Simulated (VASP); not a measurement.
Write the native input for VASP 6.6.1 that does the following.

* Task: single point
* Functional: PBE
* Potentials or basis: VASP PAW PBE potentials, release 64 (Al, Cu)
* Cutoff: 520 eV
* k mesh: 8 × 8 × 8
* Occupations: gaussian, width 0.1 eV
* Spin: no spin polarisation
* Dipole correction: no
* Further INCAR settings: ALGO = Normal; EDIFF = 1e-07; NBANDS = 26

The structure of Al7Cu lies in POSCAR:

```
Al7Cu
1.0
    0.0000000000      4.1082307872      4.1082307872
    4.1082307872      0.0000000000      4.1082307872
    4.1082307872      4.1082307872      0.0000000000
Al Cu
7 1
Direct
    0.5000000000      0.0000000000      0.0000000000
    0.0000000000      0.5000000000      0.5000000000
    0.0000000000      0.5000000000      0.0000000000
    0.5000000000      0.0000000000      0.5000000000
    0.0000000000      0.0000000000      0.5000000000
    0.5000000000      0.5000000000      0.0000000000
    0.0000000000      0.0000000000      0.0000000000
    0.5000000000      0.5000000000      0.5000000000
```

This cell differs from its parent crystal: volume scaled by 1.10.

The input as run:

INCAR

```
ALGO = Normal
EDIFF = 1E-7
ENCUT = 520
GGA = PE
ISIF = 2
ISMEAR = 0
LASPH = T
LCHARG = F
LREAL = F
LWAVE = F
NBANDS = 26
NELM = 60
PREC = Accurate
SIGMA = 0.1
```

KPOINTS

```
k-points
0
Gamma
  8 8 8
```

Potentials or basis: VASP PAW PBE potentials, release 64 (Al, Cu).

Run with:

```console
$ cat potpaw_PBE.64/Al/POTCAR potpaw_PBE.64/Cu/POTCAR > POTCAR
$ mpirun -np 1 vasp_std > vasp.out
```

It gave:

- Pressure: -6.5 GPa
- Band gap on the k mesh: zero (band 16 reaches 7.90 eV, above the bottom of band 17 at 4.81 eV)

Run time: 120 s on 1 thread of Intel(R) Xeon(R) 6975P-C (Granite Rapids), with other jobs on the host, peak memory 0.35 GiB.
